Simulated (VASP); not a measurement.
Set up this calculation in VASP 6.6.1, as the native input.

```
Task                   : relaxation of cell and atoms
Functional             : PBE
Potentials or basis    : VASP PAW PBE potentials, release 64 (K_sv, Te, H)
Cutoff                 : 600 eV
k mesh                 : 6 × 6 × 6
Occupations            : gaussian, width 0.02 eV
Spin                   : no spin polarisation
Dipole correction      : no
Further INCAR settings : ALGO = Normal; EDIFF = 1e-06; IBRION = 2; EDIFFG = -0.01; NSW = 100; ISIF = 3
```

The structure of K3TeH lies in POSCAR:

```
K3TeH
1.0
    5.1655361500      0.0000000000      0.0000000000
    0.0000000000      5.1655361500      0.0000000000
    0.0000000000      0.0000000000      5.1655361500
K Te H
3 1 1
Direct
    0.0000000000      0.5000000000      0.5000000000
    0.5000000000      0.0000000000      0.5000000000
    0.5000000000      0.5000000000      0.0000000000
    0.0000000000      0.0000000000      0.0000000000
    0.5000000000      0.5000000000      0.5000000000
```

The cell was generated, and may not be a known phase.

These files were run (other wordings do the same):

INCAR

```
SYSTEM = K3TeH
ALGO = Normal
EDIFF = 1E-6
EDIFFG = -0.01
ENCUT = 600
GGA = PE
IBRION = 2
ISIF = 3
ISMEAR = 0
LASPH = .TRUE.
LCHARG = .FALSE.
LREAL = .FALSE.
LWAVE = .FALSE.
NELM = 100
NSW = 100
PREC = Accurate
SIGMA = 0.02
```

KPOINTS

```
k-points
0
G
  6 6 6
  0 0 0
```

Potentials or basis: VASP PAW PBE potentials, release 64 (K_sv, Te, H).

Command:

```console
$ cat potpaw_PBE.64/K_sv/POTCAR potpaw_PBE.64/Te/POTCAR potpaw_PBE.64/H/POTCAR > POTCAR
$ mpirun -np 1 vasp_std > vasp.out
```

Results of the run:

The relaxed volume is 31.45 Å³/atom and the relaxed cell is a = 5.398 Å, b = 5.398 Å, c = 5.398 Å, α = 90.00°, β = 90.00°, γ = 90.00°. The space group after relaxing (to 0.1 Å) is Pm-3m (No. 221) and the energy gained by relaxing is 28.1 meV/atom. The ionic steps are 4 and the pressure after relaxing is 0.0 GPa. The band gap on the k mesh is 2.98 eV (least direct gap 3.03 eV).

Caveat: spin-orbit coupling is left out, which moves the levels of the heavy elements.

Run time: 2.4 min on 1 thread of Intel(R) Xeon(R) Platinum 8488C (Sapphire Rapids), with other jobs on the host, peak memory 0.31 GiB.
